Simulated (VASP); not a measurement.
# B17BrN17 (a cell with a defect) in VASP: electric field gradients with PBE

Aim: the electric field gradients of B17BrN17 (a cell with a defect) with PBE.

All numbers are computed with VASP 6.6.1; they aren't measurements. Logs are shortened: lines on timing, memory, paths and dates and some standing lists are left out, and cuts for length are marked.

### Step 1. The cell of the first run

The cell holds a defect, 35 atoms: a = 7.465 Å, b = 7.465 Å, c = 6.495 Å, α = 90.00°, β = 90.00°, γ = 120.00°.

### Step 2. Electric field gradients, PBE, collinear spin

The input, INCAR:

```
SYSTEM = B17BrN17
PREC = Accurate
ENCUT = 520
EDIFF = 1E-8
ISMEAR = -1
SIGMA = 0.01
LREAL = Auto
LASPH = .TRUE.
NELM = 150
ALGO = Normal
ISIF = 2
LWAVE = .FALSE.
LCHARG = .FALSE.
ISPIN = 2
MAGMOM = 0.02 0.14 0 0.01 0 0 0 0.01 0 0 0 0 0 0 0.01 0 0.01 0.03 0.04 0.05 0.03 0.05 0.01 0 0.4 0.01 0.03 0 0.02 0.02 0.39 0.01 0.02 0.01 0.2
LORBIT = 11
NUPDOWN = 3.0
GGA = PE
LEFG = .TRUE.
NBANDS = 98
KPAR = 2
NCORE = 2
```

The input, KPOINTS:

```
Automatic mesh
0
Gamma
  2 2 2
  0.5 0.5 0.5
```

The input, POSCAR:

```
B17BrN17
1.0
    7.4650312844      0.0000000000      0.0000000000
   -3.7325156422      6.4649067324      0.0000000000
    0.0000000000      0.0000000000      6.4954828762
B N Br
17 17 1
Direct
    0.1833916168      0.1767664454      0.1912782762
    0.1293771016      0.1478107918      0.8441398220
    0.1840043063      0.5105869721      0.2407772142
    0.1404246291      0.4867910902      0.7950503971
    0.1838800755      0.8440294772      0.2435591661
    0.1435324178      0.8231690197      0.7702679809
    0.5170999685      0.1765862527      0.2290215941
    0.4916210430      0.1481402533      0.7290842440
    0.5169212405      0.5117137510      0.2201923435
    0.5168698219      0.8435057535      0.2465240602
    0.4796644333      0.8206204276      0.7697596538
    0.8507407482      0.1768549819      0.2436126813
    0.8116356806      0.1524673024      0.7761886327
    0.8501264949      0.5106642746      0.2408640546
    0.8134991023      0.4881422194      0.7538914306
    0.8503215518      0.8441339725      0.2398544889
    0.8107517420      0.8205014204      0.7612085786
    0.0278849209      0.2657071683      0.8098465097
    0.2952022671      0.0650980919      0.2234078979
    0.0351880586      0.6013274490      0.7687709815
    0.2944887570      0.4018794175      0.2157598062
    0.0328838821      0.9324829558      0.7878911403
    0.2942776366      0.7331325853      0.2529413980
    0.6276781883      0.0664207240      0.2470756574
    0.3577022604      0.6073736307      0.8027434256
    0.6277291356      0.3997637696      0.2207054232
    0.3673638007      0.9337924695      0.7564097161
    0.6275468269      0.7331250073      0.2397752960
    0.7053089999      0.2650996801      0.7545196430
    0.9605948362      0.0661000971      0.2326876040
    0.7167630624      0.6055223011      0.7350473439
    0.9605819397      0.3996779674      0.2490354994
    0.7003876405      0.9314769952      0.7632368043
    0.9608561144      0.7330735044      0.2450860568
    0.3817187670      0.3174077771      0.6252363619
```

Potentials or basis: VASP PAW PBE potentials, release 64 (B, N, Br).

Launch:

```sh
$ cat potpaw_PBE.64/B/POTCAR potpaw_PBE.64/N/POTCAR potpaw_PBE.64/Br/POTCAR > POTCAR
$ mpirun -np 4 vasp_std > vasp.out
```

OUTCAR:

```text
SYSTEM = B17BrN17
   PREC = Accurate
   ENCUT = 520
   EDIFF = 1E-8
   ISMEAR = -1
   LREAL = Auto
   LASPH = .TRUE.
   NELM = 150
   ISIF = 2
   ISPIN = 2
   LORBIT = 11
   NUPDOWN = 3.0
   GGA = PE

 ion  position               nearest neighbor table
   1  0.183  0.177  0.191-  19 1.46  21 1.46  30 1.47
   2  0.129  0.148  0.844-  18 1.44  22 1.44  35 2.19
   3  0.184  0.511  0.241-  21 1.43  23 1.44  32 1.45
   4  0.140  0.487  0.795-  25 1.41  20 1.43  18 1.43
   5  0.184  0.844  0.244-  23 1.43  19 1.44  34 1.44
   6  0.144  0.823  0.770-  22 1.43  20 1.43  27 1.45
[... 16 lines left out ...]
  23  0.294  0.733  0.253-   5 1.43  10 1.44   3 1.44
  24  0.628  0.066  0.247-   7 1.43  10 1.44  12 1.44
  25  0.358  0.607  0.803-  11 1.40   4 1.41
  26  0.628  0.400  0.221-   9 1.44  14 1.44   7 1.44
  27  0.367  0.934  0.756-   8 1.40   6 1.45  11 1.46
  28  0.628  0.733  0.240-  10 1.43   9 1.44  16 1.44
  29  0.705  0.265  0.755-   8 1.39  13 1.42  15 1.44
  30  0.961  0.066  0.233-  12 1.43  16 1.44   1 1.47
  31  0.717  0.606  0.735-  15 1.39  17 1.40
  32  0.961  0.400  0.249-  14 1.43  12 1.44   3 1.45
  33  0.700  0.931  0.763-  11 1.43  17 1.43  13 1.43
  34  0.961  0.733  0.245-  16 1.43  14 1.44   5 1.44
  35  0.382  0.317  0.625-   8 1.94   2 2.19

  LATTYP: Found a hexagonal cell.
 ALAT       =     7.4650312844
 C/A-ratio  =     0.8701213202

  Lattice vectors:

 A1 = (   7.4650312844,   0.0000000000,   0.0000000000)
 A2 = (  -3.7325156422,   6.4649067324,   0.0000000000)
 A3 = (   0.0000000000,   0.0000000000,   6.4954828762)

Analysis of symmetry for initial positions (statically):
=====================================================================
 Subroutine PRICEL returns:
 Original cell was already a primitive cell.

 Routine SETGRP: Setting up the symmetry group for a
 hexagonal supercell.

 Subroutine GETGRP returns: Found  1 space group operations
 (whereof  1 operations were pure point group operations)
 out of a pool of 24 trial point group operations.

The static configuration has the point symmetry C_1 .

Analysis of symmetry for dynamics (positions and initial velocities):
=====================================================================
 Subroutine PRICEL returns:
 Original cell was already a primitive cell.

 Routine SETGRP: Setting up the symmetry group for a
 hexagonal supercell.

 Subroutine GETGRP returns: Found  1 space group operations
 (whereof  1 operations were pure point group operations)
 out of a pool of 24 trial point group operations.

The dynamic configuration has the point symmetry C_1 .

Analysis of structural, dynamic, and magnetic symmetry:
=====================================================================
 Subroutine PRICEL returns:
 Original cell was already a primitive cell.

 Routine SETGRP: Setting up the symmetry group for a
 hexagonal supercell.

 Subroutine GETGRP returns: Found  1 space group operations
 (whereof  1 operations were pure point group operations)
 out of a pool of 24 trial point group operations.

The overall configuration has the point symmetry C_1 .

 Subroutine INISYM returns: Found  1 space group operations
 (whereof  1 operations are pure point group operations),
 and found     1 'primitive' translations

----------------------------------------------------------------------------------------

                                     Primitive cell

  volume of cell :     313.4768

  direct lattice vectors                    reciprocal lattice vectors
     7.465031284  0.000000000  0.000000000     0.133957911  0.077340636  0.000000000
    -3.732515642  6.464906732  0.000000000     0.000000000  0.154681273  0.000000000
     0.000000000  0.000000000  6.495482876     0.000000000  0.000000000  0.153953142

  length of vectors
     7.465031284  7.465031284  6.495482876     0.154681273  0.154681273  0.153953142

  position of ions in fractional coordinates (direct lattice)
     0.183391617  0.176766445  0.191278276
     0.129377102  0.147810792  0.844139822
[... 172 lines left out ...]
  ---------------------------------------------------
  free energy    TOTEN  =      -289.41261327 eV

  energy without entropy =     -289.41261327  energy(sigma->0) =     -289.41261327

 E-fermi :   3.0476     XC(G=0): -10.3507

 val. band max:        4.8697178460   @ k =  -0.2500   0.2500   0.2500
 cond. band min:       3.4136857093   @ k =   0.5000  -0.2500   0.2500
 fundamental gap:     -1.4560321367
 Fermi energy:         5.1744468485

 spin component 1

 k-point     1 :       0.2500    0.2500    0.2500
  band No.  band energies     occupation
      1     -14.9877      1.00000
      2     -14.5977      1.00000
      3     -14.4352      1.00000
      4     -14.2495      1.00000
      5     -13.9388      1.00000
      6     -13.8402      1.00000
[... 1021 lines left out ...]
     82       9.2028      0.00000
     83       9.5940      0.00000
 Fermi energy:         3.0475869269

 spin component 2

 k-point     1 :       0.2500    0.2500    0.2500
  band No.  band energies     occupation
      1     -14.8664      1.00000
      2     -14.4829      1.00000
      3     -14.3630      1.00000
      4     -14.0726      1.00000
      5     -13.9109      1.00000
      6     -13.7363      1.00000
[... 1021 lines left out ...]
     82       9.2803      0.00000
     83       9.6928      0.00000
 [bands above 83 left out]

------------------------ aborting loop because EDIFF is reached ----------------------------------------

  FORCE on cell =-STRESS in cart. coord.  units (eV):
  Direction    XX          YY          ZZ          XY          YZ          ZX
  --------------------------------------------------------------------------------------
  -------------------------------------------------------------------------------------
  Total       33.2727164     23.6039869     12.2822894     -1.4179275     -0.3370480      0.6000206
  in kB      170.0566040    120.6398000     62.7746888     -7.2470166     -1.7226498      3.0667006
  external PRESSURE =     117.8236976 kB  Pullay stress =       0.0000000 kB

 VOLUME and BASIS-vectors are now :
 -----------------------------------------------------------------------------
  energy-cutoff  :      520.00
  volume of cell :      313.48
      direct lattice vectors                 reciprocal lattice vectors
     7.465031284  0.000000000  0.000000000     0.133957911  0.077340636  0.000000000
    -3.732515642  6.464906732  0.000000000     0.000000000  0.154681273  0.000000000
     0.000000000  0.000000000  6.495482876     0.000000000  0.000000000  0.153953142

 POSITION                                       TOTAL-FORCE (eV/Angst)
 -----------------------------------------------------------------------------------
      0.70924      1.14278      1.24244        -0.144064      0.111325     -0.017952
      0.41410      0.95558      5.48310        -0.068889      0.078554      0.164316
     -0.53218      3.30090      1.56396        -0.185554      0.113672      0.058118
     -0.76868      3.14706      5.16424         0.275100     -0.161079      0.059841
     -1.77768      5.45657      1.58203        -0.184147      0.111824      0.006758
     -2.00102      5.32171      5.00326         0.195881     -0.161679     -0.054132
[... 27 lines left out ...]
      4.43661      4.73925      1.59195         0.183148     -0.117878      0.011309
      1.66481      2.05201      4.06121        -0.101439     -0.167721      0.140289
 -----------------------------------------------------------------------------------
    total drift:                                0.005744     -0.004621      0.004848

  FREE ENERGIE OF THE ION-ELECTRON SYSTEM (eV)
  ---------------------------------------------------
  free  energy   TOTEN  =      -289.4126132729 eV

  energy  without entropy=     -289.4126132729  energy(sigma->0) =     -289.41261327

 Electric field gradients (V/A^2)
---------------------------------------------------------------------
 ion       V_xx      V_yy      V_zz      V_xy      V_xz      V_yz
---------------------------------------------------------------------
   1     -12.893   -13.081    25.975     0.546     0.893     1.458
   2       1.450   -12.445    10.995    17.080   -15.898   -11.958
   3     -17.101   -16.418    33.519     0.728     4.996    -3.453
   4     -14.111   -17.675    31.786    -1.210    -3.331     4.699
   5     -17.023   -16.820    33.842     0.224    -1.106     4.421
   6     -15.029   -17.702    32.731     2.123     6.037    -0.686
[... 27 lines left out ...]
  34      -1.970    -1.969     3.939     0.525    -0.871     1.467
  35      10.307    86.562   -96.869   -97.134    36.040   -92.487
---------------------------------------------------------------------

 Electric field gradients after diagonalization (V/A^2)
 (convention: |V_zz| > |V_xx| > |V_yy|)
----------------------------------------------------------------------
 ion       V_xx      V_yy      V_zz     asymmetry (V_yy - V_xx)/ V_zz
----------------------------------------------------------------------
   1     -13.549   -12.502    26.050       0.040
   2     -23.982    -7.885    31.867       0.505
   3     -18.275   -15.957    34.231       0.068
   4     -18.318   -14.164    32.481       0.128
   5     -17.452   -16.796    34.248       0.019
   6     -19.136   -14.349    33.485       0.143
[... 27 lines left out ...]
  34      -2.901    -1.467     4.368       0.328
  35    -135.565   -50.521   186.086       0.457
----------------------------------------------------------------------

           NMR quadrupolar parameters

 Cq : quadrupolar parameter    Cq=e*Q*V_zz/h
 eta: asymmetry parameters     (V_yy - V_xx)/ V_zz
 Q  : nuclear electric quadrupole moment in mb (millibarn)
----------------------------------------------------------------------
 ion       Cq(MHz)       eta       Q (mb)
----------------------------------------------------------------------
   1       0.063       0.040       1.000
   2       0.077       0.505       1.000
   3       0.083       0.068       1.000
   4       0.079       0.128       1.000
   5       0.083       0.019       1.000
   6       0.081       0.143       1.000
[... 27 lines left out ...]
  34       0.011       0.328       1.000
  35       0.450       0.457       1.000
----------------------------------------------------------------------

 total charge

# of ion       s       p       d       tot
------------------------------------------
    1        0.722   1.413   0.000   2.134
    2        0.721   1.275   0.000   1.996
    3        0.752   1.457   0.000   2.209
    4        0.761   1.488   0.000   2.250
    5        0.753   1.460   0.000   2.213
    6        0.749   1.449   0.000   2.198
[... 27 lines left out ...]
   34        1.229   2.810   0.000   4.039
   35        1.644   3.184   0.087   4.915
--------------------------------------------------
tot         35.389  75.117   0.087 110.593

 magnetization (x)

# of ion       s       p       d       tot
------------------------------------------
    1        0.002   0.041   0.000   0.043
    2        0.073   0.207   0.000   0.280
    3        0.000   0.004   0.000   0.004
    4        0.000   0.013   0.000   0.013
    5       -0.000   0.005   0.000   0.005
    6        0.000   0.008   0.000   0.008
[... 27 lines left out ...]
   34        0.000   0.011   0.000   0.012
   35        0.023   0.283   0.015   0.321
--------------------------------------------------
tot          0.217   1.915   0.015   2.147
```

Run time: 5.4 min. Hardware: 4 MPI ranks of Intel Xeon Platinum 8488C (Sapphire Rapids), shared host; peak memory 0.47 GiB.

Results:

| Quantity | Value |
| --- | --- |
| Free energy | -289.4126 eV |
| Pressure | 11.8 GPa |
| Largest force | 0.335 eV/Å |
| Net moment | 3.00 μB per cell |
| Site moments | B +0.04, +0.28, +0.00, +0.01 (each value once); N +0.04, +0.05, +0.06, +0.01, +0.00, +0.51, +0.02, +0.49, +0.03 (each value once); Br +0.32 μB |
| Largest electric field gradient by atom | B +26.1, +31.9, +34.2, +32.5, +33.5, +34.5, -33.4, +34.9, +34.8, +33.9, +34.6, +32.7, +35.1, +32.3 (each value once); N -11.2, +9.9, +7.7, +9.3, -12.7, +6.3, +6.8, +66.5, +4.1, -9.7, +6.7, -6.6, +13.2, +49.5, +5.4, -5.5, +4.4; Br +186.1 V/Å² |
| Valence electrons inside the program's atomic spheres | B 2.13, 2.00, 2.21, 2.25, 2.20, 2.14, 2.23, 2.26 (each value once); N 4.06, 4.03, 4.04, 3.85, 4.07, 3.87, 4.05 (each value once); Br 4.92 |

Forces in eV/Å, atoms in the order of the input:
```
B   -0.144  0.111 -0.018
B   -0.069  0.079  0.164
B   -0.186  0.114  0.058
B    0.275 -0.161  0.060
B   -0.184  0.112  0.007
B    0.196 -0.162 -0.054
B   -0.197  0.113 -0.040
B    0.117 -0.015  0.059
B   -0.191  0.082 -0.012
B   -0.216  0.094  0.030
B    0.248 -0.166  0.043
B   -0.155  0.086  0.019
B    0.299 -0.149  0.016
B   -0.186  0.108 -0.007
B    0.138 -0.027  0.018
B   -0.186  0.121  0.038
B   -0.205 -0.166 -0.159
N   -0.115  0.016 -0.123
N    0.156 -0.077 -0.022
N   -0.255  0.206  0.060
N    0.220 -0.110 -0.068
N    0.144  0.072 -0.144
N    0.236 -0.111  0.003
N    0.207 -0.116  0.015
N   -0.204  0.058 -0.108
N    0.176 -0.079  0.023
N   -0.236  0.125 -0.058
N    0.197 -0.095  0.048
N   -0.273  0.139 -0.106
N    0.154 -0.105 -0.011
N    0.057  0.105  0.135
N    0.219 -0.080  0.001
N   -0.117  0.163 -0.020
N    0.183 -0.118  0.011
Br  -0.101 -0.168  0.140
```

Stress tensor (GPa, compression positive):
```
17.01 -0.72  0.31
-0.72 12.06 -0.17
 0.31 -0.17  6.28
```

Electric field gradients, principal values (V/Å²):
```
 atom    least    middle  greatest (by size)
  1 B  -12.502   -13.549              26.050
  2 B   -7.885   -23.982              31.867
  3 B  -15.957   -18.275              34.231
  4 B  -14.164   -18.318              32.481
  5 B  -16.796   -17.452              34.248
  6 B  -14.349   -19.136              33.485
  7 B  -16.740   -17.725              34.465
  8 B    4.252    29.108             -33.359
  9 B  -17.263   -17.677              34.941
 10 B  -16.624   -18.237              34.861
 11 B  -10.879   -21.063              31.942
 12 B  -16.235   -18.611              34.846
 13 B  -15.286   -18.627              33.914
 14 B  -16.758   -17.879              34.636
 15 B  -14.049   -18.647              32.696
 16 B  -17.011   -18.047              35.058
 17 B  -12.943   -19.383              32.326
 18 N    1.324     9.859             -11.183
 19 N   -2.651    -7.222               9.873
 20 N   -1.595    -6.081               7.676
 21 N   -0.887    -8.463               9.350
 22 N    1.942    10.757             -12.699
 23 N   -2.813    -3.453               6.266
 24 N   -3.148    -3.621               6.769
 25 N  -27.665   -38.842              66.507
 26 N   -1.639    -2.439               4.078
 27 N    1.696     8.043              -9.739
 28 N   -2.475    -4.177               6.652
 29 N    1.072     5.543              -6.614
 30 N   -2.676   -10.539              13.215
 31 N  -21.558   -27.944              49.502
 32 N   -1.745    -3.608               5.353
 33 N    1.884     3.633              -5.518
 34 N   -1.467    -2.901               4.368
35 Br  -50.521  -135.565             186.086
```

Caveat: the k points lie up to 0.49 Å⁻¹ apart; the moment is held away from its start; without QUAD_EFG the Cq values of the log hold for a quadrupole moment of 1 mb, not for the nuclei; the total moment is fixed, so each spin has its own Fermi level and the state may be an excited one.
